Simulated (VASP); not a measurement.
# Co (Fd-3m) in VASP: a series of runs

The runs below take Co through single point, with PBEsol.

Program: VASP 6.6.1. These are calculated values, not measurements. Logs are shortened: lines on timing, memory, paths and dates and some standing lists are left out, and cuts for length are marked.

## (1) The cell of the first run

Symmetry: Fd-3m, No. 227, cubic system. Conventional cell: a = 4.648 Å, b = 4.648 Å, c = 4.648 Å, α = 90.00°, β = 90.00°, γ = 90.00°. Within 2.7 Å of Co (site symmetry -43m) lie 4 Co at 2.01 Å.

This isn't the form of Co at room conditions, which is hcp.

## (2) Single point, PBEsol, collinear spin, ferromagnetic start (12.55 Å³/atom)

INCAR

```
SYSTEM = Co
PREC = Accurate
ENCUT = 690
EDIFF = 1E-6
ISMEAR = -1
SIGMA = 0.05
LREAL = .FALSE.
LASPH = .TRUE.
NELM = 200
ALGO = Normal
ISIF = 2
LWAVE = .FALSE.
LCHARG = .TRUE.
ISPIN = 2
MAGMOM = 0.337 0.337
LORBIT = 11
LMAXMIX = 4
GGA = PS
LELF = .TRUE.
LVHAR = .TRUE.
NBANDS = 28
GGA_COMPAT = .FALSE.
```

KPOINTS

```
Automatic mesh
0
G
  13 13 13
  0 0 0
```

POSCAR

```
Co
1.0
    0.0000000000      2.3240067419      2.3240067419
    2.3240067419      0.0000000000      2.3240067419
    2.3240067419      2.3240067419      0.0000000000
Co
2
Direct
    0.1250000000      0.1250000000      0.1250000000
    0.8750000000      0.8750000000      0.8750000000
```

Potentials or basis: VASP PAW PBE potentials, release 64 (Co_sv).

On the command line:

```
$ cat potpaw_PBE.64/Co_sv/POTCAR > POTCAR
$ mpirun -np 1 vasp_std > vasp.out
```

OUTCAR:

```text
SYSTEM = Co
   PREC = Accurate
   ENCUT = 690
   EDIFF = 1E-6
   ISMEAR = -1
   LREAL = .FALSE.
   LASPH = .TRUE.
   NELM = 200
   ISIF = 2
   ISPIN = 2
   LORBIT = 11
   GGA = PS

 ion  position               nearest neighbor table
   1  0.125  0.125  0.125-   2 2.01   2 2.01   2 2.01   2 2.01
   2  0.875  0.875  0.875-   1 2.01   1 2.01   1 2.01   1 2.01

  LATTYP: Found a face centered cubic cell.
 ALAT       =     4.6480134838

  Lattice vectors:

 A1 = (   0.0000000000,   2.3240067419,   2.3240067419)
 A2 = (   2.3240067419,   0.0000000000,   2.3240067419)
 A3 = (   2.3240067419,   2.3240067419,   0.0000000000)

Analysis of symmetry for initial positions (statically):
=====================================================================
 Subroutine PRICEL returns:
 Original cell was already a primitive cell.

 Routine SETGRP: Setting up the symmetry group for a
 face centered cubic supercell.

 Subroutine GETGRP returns: Found 48 space group operations
 (whereof 12 operations were pure point group operations)
 out of a pool of 48 trial point group operations.

The static configuration has the point symmetry D_3d.
 The point group associated with its full space group is O_h .

Analysis of symmetry for dynamics (positions and initial velocities):
=====================================================================
 Subroutine PRICEL returns:
 Original cell was already a primitive cell.

 Routine SETGRP: Setting up the symmetry group for a
 face centered cubic supercell.

 Subroutine GETGRP returns: Found 48 space group operations
 (whereof 12 operations were pure point group operations)
 out of a pool of 48 trial point group operations.

The dynamic configuration has the point symmetry D_3d.
 The point group associated with its full space group is O_h .

Analysis of structural, dynamic, and magnetic symmetry:
=====================================================================
 Subroutine PRICEL returns:
 Original cell was already a primitive cell.

 Routine SETGRP: Setting up the symmetry group for a
 face centered cubic supercell.

 Subroutine GETGRP returns: Found 48 space group operations
 (whereof 12 operations were pure point group operations)
 out of a pool of 48 trial point group operations.

The overall configuration has the point symmetry D_3d.
 The point group associated with its full space group is O_h .

 Subroutine INISYM returns: Found 48 space group operations
 (whereof 12 operations are pure point group operations),
 and found     1 'primitive' translations

----------------------------------------------------------------------------------------

[... 116 lines left out ...]
   LORBIT       =     11    0 simple, 1 ext, 2 COOP (PROOUT), +10 PAW based schemes
   GGA     = PS    functional components
   LHFCALC =     F    Hartree Fock is set to
   AEXX    =    0.0000 exact exchange contribution
   IVDW    =     0    specifies the selected vdW correction
   LEPSILON=     F    determine dielectric tensor
   LRPA    =     F    only Hartree local field effects (RPA)
 spin polarized calculation
  energy-cutoff  :      690.00
  volume of cell :       25.10
 maximum number of plane-waves:      1046
   NGX = 15   NGY = 15   NGZ = 15

 number of electron      33.9999972 magnetization       0.0030048

 Free energy of the ion-electron system (eV)
  ---------------------------------------------------
  ext. energy  EPLUGINS =         0.00000000
  ---------------------------------------------------
  free energy    TOTEN  =       -12.52692885 eV

  energy without entropy =      -12.49768575  energy(sigma->0) =      -12.51230730

 E-fermi :   9.7848     XC(G=0): -12.8921

 val. band max:        9.7846716148   @ k =  -0.2308   0.3077   0.0769
 cond. band min:       9.7862141312   @ k =  -0.2308   0.3077   0.0769
 fundamental gap:      0.0015425165
 Fermi energy:         9.7847963343

 spin component 1

 k-point     1 :       0.0000    0.0000    0.0000
  band No.  band energies     occupation
      1     -85.6835      1.00000
      2     -85.2371      1.00000
      3     -49.2406      1.00000
      4     -49.2406      1.00000
      5     -49.2406      1.00000
      6     -48.5876      1.00000
[... 733 lines left out ...]
     27      31.0092      0.00000
     28      34.7073      0.00000

 [... further k-points ...]

 spin component 2

 k-point     1 :       0.0000    0.0000    0.0000
  band No.  band energies     occupation
      1     -85.6817      1.00000
      2     -85.2352      1.00000
      3     -49.2389      1.00000
      4     -49.2389      1.00000
      5     -49.2389      1.00000
      6     -48.5859      1.00000
[... 733 lines left out ...]
     27      31.0099      0.00000
     28      34.7076      0.00000

 [... further k-points ...]

------------------------ aborting loop because EDIFF is reached ----------------------------------------

  FORCE on cell =-STRESS in cart. coord.  units (eV):
  Direction    XX          YY          ZZ          XY          YZ          ZX
  --------------------------------------------------------------------------------------
  -------------------------------------------------------------------------------------
  Total        3.7359239      3.7359239      3.7359239      0.0000000      0.0000000      0.0000000
  in kB      238.4330533    238.4330533    238.4330533      0.0000000      0.0000000      0.0000000
  external PRESSURE =     238.4330533 kB  Pullay stress =       0.0000000 kB

 VOLUME and BASIS-vectors are now :
 -----------------------------------------------------------------------------
  energy-cutoff  :      690.00
  volume of cell :       25.10
      direct lattice vectors                 reciprocal lattice vectors
     0.000000000  2.324006742  2.324006742    -0.215145675  0.215145675  0.215145675
     2.324006742  0.000000000  2.324006742     0.215145675 -0.215145675  0.215145675
     2.324006742  2.324006742  0.000000000     0.215145675  0.215145675 -0.215145675

 POSITION                                       TOTAL-FORCE (eV/Angst)
 -----------------------------------------------------------------------------------
      0.58100      0.58100      0.58100        -0.000000     -0.000000     -0.000000
      4.06701      4.06701      4.06701         0.000000      0.000000      0.000000
 -----------------------------------------------------------------------------------
    total drift:                                0.000000      0.000000     -0.000000

  FREE ENERGIE OF THE ION-ELECTRON SYSTEM (eV)
  ---------------------------------------------------
  free  energy   TOTEN  =       -12.5269288485 eV

  energy  without entropy=      -12.4976857482  energy(sigma->0) =      -12.51230730

 total charge

# of ion       s       p       d       tot
------------------------------------------
    1        2.328   6.131   6.847  15.307
    2        2.328   6.131   6.847  15.307
--------------------------------------------------
tot          4.656  12.262  13.695  30.613

 magnetization (x)

# of ion       s       p       d       tot
------------------------------------------
    1       -0.000   0.000   0.001   0.001
    2       -0.000   0.000   0.001   0.001
--------------------------------------------------
tot         -0.000   0.000   0.003   0.003
```

stdout:

```text
POSCAR found type information on POSCAR Co
 POSCAR found :  1 types and       2 ions
 scaLAPACK will be used
 -----------------------------------------------------------------------------
|                                                                             |
|                                                                             |
|     You enforced a specific xc type in the INCAR file but a different       |
|     I HOPE YOU KNOW WHAT YOU ARE DOING!                                     |
|                                                                             |
 -----------------------------------------------------------------------------

 LDA part: xc-table for (Slater+PW92), standard interpolation
 POSCAR, INCAR and KPOINTS ok, starting setup
 FFT: planning ... GRIDC
 FFT: planning ... GRID_SOFT
 FFT: planning ... GRID
 WAVECAR not read
 entering main loop
```

Wall time 3.3 min (1 thread of Intel Xeon Platinum 8259CL at 2.50GHz (Skylake/Cascade Lake), shared host); peak memory 0.25 GiB.

Results:

* Free energy: -12.5269 eV
* Pressure: 23.8 GPa
* Band gap on the k mesh: zero (filled and empty bands overlap)
* Net moment: 0.00 μB per cell
* Valence electrons inside the program's atomic spheres: Co 15.31

Levels at points of the mesh, in eV from the Fermi level:
Spin up:
| k point | band 14 | band 15 | band 16 | band 17 | band 18 | band 19 | band 20 | band 21 |
| --- | --- | --- | --- | --- | --- | --- | --- | --- |
| (0.00, 0.00, 0.00) | -3.55 | -1.34 | -1.34 | -1.34 | 0.39 | 0.39 | 14.90 | 14.90 |
Spin down:
```csv
k point,band 15,band 16,band 17,band 18,band 19,band 20
"(0.00, 0.00, 0.00)",-1.34,-1.34,-1.34,0.39,0.39,14.90
```

Caveat: the cell stands under pressure; the PAW data sets were made with another functional, which shifts forces and pressure a little.

## (3) Single point, PBEsol

This run uses another cell than the first one, of 14.25 Å³/atom.

INCAR

```
PREC = Accurate
ENCUT = 600
EDIFF = 1E-6
ISMEAR = -1
SIGMA = 0.1
LREAL = False
LASPH = True
NELM = 120
ALGO = Normal
ISIF = 2
LWAVE = False
LCHARG = False
GGA = PS
NBANDS = 16
GGA_COMPAT = False
```

KPOINTS

```
regular mesh
0
Gamma
  11 11 11
```

POSCAR

```
Co
1.0
    0.0000000000      2.4244204375      2.4244204375
    2.4244204375      0.0000000000      2.4244204375
    2.4244204375      2.4244204375      0.0000000000
Co
2
Direct
    0.1250000000      0.1250000000      0.1250000000
    0.8750000000      0.8750000000      0.8750000000
```

Potentials or basis: VASP PAW PBE potentials, release 64 (Co).

On the command line:

```
$ cat potpaw_PBE.64/Co/POTCAR > POTCAR
$ mpirun -np 1 vasp_std > vasp.out
```

OUTCAR:

```text
PREC = Accurate
   ENCUT = 600
   EDIFF = 1E-6
   ISMEAR = -1
   LREAL = False
   LASPH = True
   NELM = 120
   ISIF = 2
   GGA = PS

 ion  position               nearest neighbor table
   1  0.125  0.125  0.125-   2 2.10   2 2.10   2 2.10   2 2.10
   2  0.875  0.875  0.875-   1 2.10   1 2.10   1 2.10   1 2.10

  LATTYP: Found a face centered cubic cell.
 ALAT       =     4.8488408750

  Lattice vectors:

 A1 = (   0.0000000000,   2.4244204375,   2.4244204375)
 A2 = (   2.4244204375,   0.0000000000,   2.4244204375)
 A3 = (   2.4244204375,   2.4244204375,   0.0000000000)
[... 625 lines left out ...]
      4       3.6207      2.00000
      5       3.9091      2.00000
      6       4.3304      2.00000
[... 8 lines left out ...]
     15      19.7707      0.00000
     16      22.3032      0.00000

 [... further k-points ...]
[... 5 lines left out ...]
  --------------------------------------------------------------------------------------
  -------------------------------------------------------------------------------------
  Total       -0.2656845     -0.2656845     -0.2656845     -0.0000000     -0.0000000      0.0000000
  in kB      -14.9356084    -14.9356084    -14.9356084     -0.0000000     -0.0000000      0.0000000
  external PRESSURE =     -14.9356084 kB  Pullay stress =       0.0000000 kB

 VOLUME and BASIS-vectors are now :
 -----------------------------------------------------------------------------
  energy-cutoff  :      600.00
  volume of cell :       28.50
      direct lattice vectors                 reciprocal lattice vectors
     0.000000000  2.424420437  2.424420437    -0.206234856  0.206234856  0.206234856
     2.424420437  0.000000000  2.424420437     0.206234856 -0.206234856  0.206234856
     2.424420437  2.424420437  0.000000000     0.206234856  0.206234856 -0.206234856

 POSITION                                       TOTAL-FORCE (eV/Angst)
 -----------------------------------------------------------------------------------
      0.60611      0.60611      0.60611        -0.000000     -0.000000     -0.000000
      4.24274      4.24274      4.24274         0.000000      0.000000      0.000000
 -----------------------------------------------------------------------------------
    total drift:                                0.000000      0.000000     -0.000000

  FREE ENERGIE OF THE ION-ELECTRON SYSTEM (eV)
  ---------------------------------------------------
  free  energy   TOTEN  =       -12.7033218498 eV

  energy  without entropy=      -12.5700248632  energy(sigma->0) =      -12.63667336
```

OSZICAR:

```text
N       E                     dE             d eps       ncg     rms          rms(c)
DAV:   1     0.877948116023E+02    0.87795E+02   -0.89342E+03  1792   0.157E+03
DAV:   2    -0.120167034299E+02   -0.99812E+02   -0.89805E+02  1808   0.245E+02
DAV:   3    -0.146337961863E+02   -0.26171E+01   -0.25652E+01  2168   0.565E+01
DAV:   4    -0.146732418463E+02   -0.39446E-01   -0.39437E-01  2432   0.540E+00
DAV:   5    -0.146736075549E+02   -0.36571E-03   -0.36570E-03  2232   0.524E-01    0.125E+01
DAV:   6    -0.135632138719E+02    0.11104E+01   -0.15341E+01  2080   0.720E+01    0.697E+00
DAV:   7    -0.127330987985E+02    0.83012E+00   -0.33079E+00  2136   0.314E+01    0.164E+00
DAV:   8    -0.127085184012E+02    0.24580E-01   -0.28372E-02  2504   0.197E+00    0.641E-01
DAV:   9    -0.127033393866E+02    0.51790E-02   -0.36016E-03  2696   0.817E-01    0.977E-02
DAV:  10    -0.127033210713E+02    0.18315E-04   -0.15061E-04  2024   0.168E-01    0.323E-02
DAV:  11    -0.127033218498E+02   -0.77852E-06   -0.34713E-06  2184   0.217E-02
   1 F= -.12703322E+02 E0= -.12636673E+02  d E =-.133297E+00
```

Run time: 16 s. Hardware: 1 thread of AMD EPYC 9R45 (Zen 5), shared host; peak memory 0.14 GiB.

What came out:

| Quantity | Value |
| --- | --- |
| Free energy | -12.7033 eV |
| Pressure | -1.5 GPa |
| Band gap on the k mesh | zero (bands 9 and 10 overlap by 0.72 eV) |

Levels at points of the mesh, in eV from the Fermi level:
```
           k point  band 7  band 8  band 9  band 10  band 11  band 12
(0.00, 0.00, 0.00)   -1.11   -1.11   -1.11     0.32     0.32    13.69
```

Caveat: the PAW data sets were made with another functional, which shifts forces and pressure a little; the run has no spin polarisation, though such a crystal can be magnetic. Spin polarisation is off, so any magnetic state and its effect on volume and gap are missing.

The gap in the log of VASP goes by the Fermi energy; the results here count the filled bands.